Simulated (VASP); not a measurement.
# Ti in VASP: a series of runs, part 2 of 2

VASP 6.6.1.

## (3) Single point, r2SCAN

This run uses another cell than the first one.

POSCAR reads:

```
Ti
1.0
    2.8708540000      0.0000000000      0.0000000000
    1.4354270000      2.4862324946      0.0000000000
    0.0000000000      0.0000000000     14.6880849507
Ti
3
Direct
    0.0000000000      0.0000000000      0.3404119745
    0.6666666667      0.6666666667      0.5000000000
    0.3333333333      0.3333333333      0.6595880255
```

INCAR.step1 reads:

```
SYSTEM = Ti
PREC = Accurate
ENCUT = 440
ISMEAR = -1
SIGMA = 0.2
LREAL = .False.
LASPH = .True.
NELM = 120
LDIPOL = .True.
IDIPOL = 3
DIPOL = 0.5 0.5 0.500
NBANDS = 25
GGA = PE
ALGO = Normal
EDIFF = 1E-5
LWAVE = .True.
LCHARG = .False.
GGA_COMPAT = .False.
NELMDL = -8
```

INCAR.step2 reads:

```
SYSTEM = Ti
PREC = Accurate
ENCUT = 440
EDIFF = 1E-6
ISMEAR = -1
SIGMA = 0.2
LREAL = .False.
LASPH = .True.
NELM = 120
ALGO = Normal
ISIF = 2
LWAVE = .False.
LCHARG = .False.
LDIPOL = .True.
IDIPOL = 3
DIPOL = 0.5 0.5 0.500
METAGGA = R2SCAN
LMIXTAU = .True.
NBANDS = 25
ISTART = 1
GGA_COMPAT = .False.
```

KPOINTS reads:

```
Automatic mesh
0
Gamma
  7 7 1
  0 0 0
```

Potentials or basis: VASP PAW PBE potentials, release 64 (Ti_sv).

Command:

```
$ cat potpaw_PBE.64/Ti_sv/POTCAR > POTCAR
$ cp INCAR.step1 INCAR
$ mpirun -np 1 vasp_std > vasp.out
$ cp INCAR.step2 INCAR
$ mpirun -np 1 vasp_std > vasp.out
```

OUTCAR:

```text
SYSTEM = Ti
   PREC = Accurate
   ENCUT = 440
   EDIFF = 1E-6
   ISMEAR = -1
   LREAL = .False.
   LASPH = .True.
   NELM = 120
   ISIF = 2
   METAGGA = R2SCAN
   ISTART = 1

 ion  position               nearest neighbor table
   1  0.000  0.000  0.340-   2 2.87   2 2.87   2 2.87
   2  0.667  0.667  0.500-   3 2.87   1 2.87   3 2.87   1 2.87   1 2.87   3 2.87
   3  0.333  0.333  0.660-   2 2.87   2 2.87   2 2.87

  LATTYP: Found a hexagonal cell.
 ALAT       =     2.8708540000
 C/A-ratio  =     5.1162772299

  Lattice vectors:

 A1 = (  -1.4354270000,  -2.4862324946,   0.0000000000)
 A2 = (   2.8708540000,   0.0000000000,   0.0000000000)
 A3 = (   0.0000000000,   0.0000000000,  14.6880849507)

Analysis of symmetry for initial positions (statically):
=====================================================================
 Subroutine PRICEL returns:
 Original cell was already a primitive cell.

 Routine SETGRP: Setting up the symmetry group for a
 hexagonal supercell.

 Subroutine GETGRP returns: Found 12 space group operations
 (whereof  6 operations were pure point group operations)
 out of a pool of 24 trial point group operations.

[... 153 lines left out ...]
 cond. band min:       2.0672821878   @ k =   0.2857   0.1429   0.0000
 fundamental gap:      0.0645926706
 Fermi energy:         2.0440311662

 k-point     1 :       0.0000    0.0000    0.0000
  band No.  band energies     occupation
      1     -57.1189      2.00000
      2     -57.1081      2.00000
      3     -56.8575      2.00000
      4     -32.5476      2.00000
      5     -32.3765      2.00000
      6     -31.9761      2.00000
[... 213 lines left out ...]
     24       4.4908      0.00001
     25       4.8576      0.00000

------------------------ aborting loop because EDIFF is reached ----------------------------------------

 vacuum level on the upper side and lower side of the slab       (xc-potential included)        -0.671        -0.641

  FORCE on cell =-STRESS in cart. coord.  units (eV):
  Direction    XX          YY          ZZ          XY          YZ          ZX
  --------------------------------------------------------------------------------------
  -------------------------------------------------------------------------------------
  Total        0.1235810      0.1235810     -0.8717119      0.0000000      0.0000000     -0.0000000
  in kB        1.8886186      1.8886186    -13.3218801      0.0000000      0.0000000     -0.0000000
  external PRESSURE =      -3.1815477 kB  Pullay stress =       0.0000000 kB

 VOLUME and BASIS-vectors are now :
 -----------------------------------------------------------------------------
  energy-cutoff  :      440.00
  volume of cell :      104.84
      direct lattice vectors                 reciprocal lattice vectors
     2.870854000  0.000000000  0.000000000     0.348328407 -0.201107499  0.000000000
     1.435427000  2.486232495  0.000000000     0.000000000  0.402214999  0.000000000
     0.000000000  0.000000000 14.688084951     0.000000000  0.000000000  0.068082395

 POSITION                                       TOTAL-FORCE (eV/Angst)
 -----------------------------------------------------------------------------------
      0.00000      0.00000      5.00000         0.000000     -0.000000      0.151739
      2.87085      1.65749      7.34404         0.000000      0.000000      0.000000
      1.43543      0.82874      9.68808        -0.000000      0.000000     -0.151739
 -----------------------------------------------------------------------------------
    total drift:                                0.000000      0.000000      0.000404

  FREE ENERGIE OF THE ION-ELECTRON SYSTEM (eV)
  ---------------------------------------------------
  free  energy   TOTEN  =       -37.0917793495 eV

  energy  without entropy=      -36.3377133311  energy(sigma->0) =      -36.71474634

 vacuum level on the upper side and lower side of the slab         5.807         6.168
```

OUTCAR.step1:

```text
SYSTEM = Ti
   PREC = Accurate
   ENCUT = 440
   ISMEAR = -1
   LREAL = .False.
   LASPH = .True.
   NELM = 120
[... 436 lines left out ...]
      2.87085      1.65749      7.34404         0.000000     -0.000000     -0.000000
      1.43543      0.82874      9.68808         0.000000      0.000000     -0.155667
 -----------------------------------------------------------------------------------
    total drift:                                0.000000      0.000000      0.000371

  FREE ENERGIE OF THE ION-ELECTRON SYSTEM (eV)
  ---------------------------------------------------
  free  energy   TOTEN  =       -22.0049533019 eV

  energy  without entropy=      -21.1927859978  energy(sigma->0) =      -21.59886965

 vacuum level on the upper side and lower side of the slab         5.720         5.719
```

It took 58 s on 1 thread of Intel Xeon 6975P-C (Granite Rapids), shared host; peak memory 0.19 GiB.

Results:

```yaml
Free_energy: -37.0918 eV
Largest_force: 0.152 eV/Å
Band_gap_on_the_k_mesh: zero (bands 18 and 19 overlap by 0.42 eV)
```

Forces in eV/Å, atoms in the order of the input:
```
Ti   0.000  0.000  0.152
Ti   0.000  0.000  0.000
Ti   0.000  0.000 -0.152
```

Caveat: the k points lie up to 0.36 Å⁻¹ apart; the PAW data sets were made with another functional, which shifts forces and pressure a little.
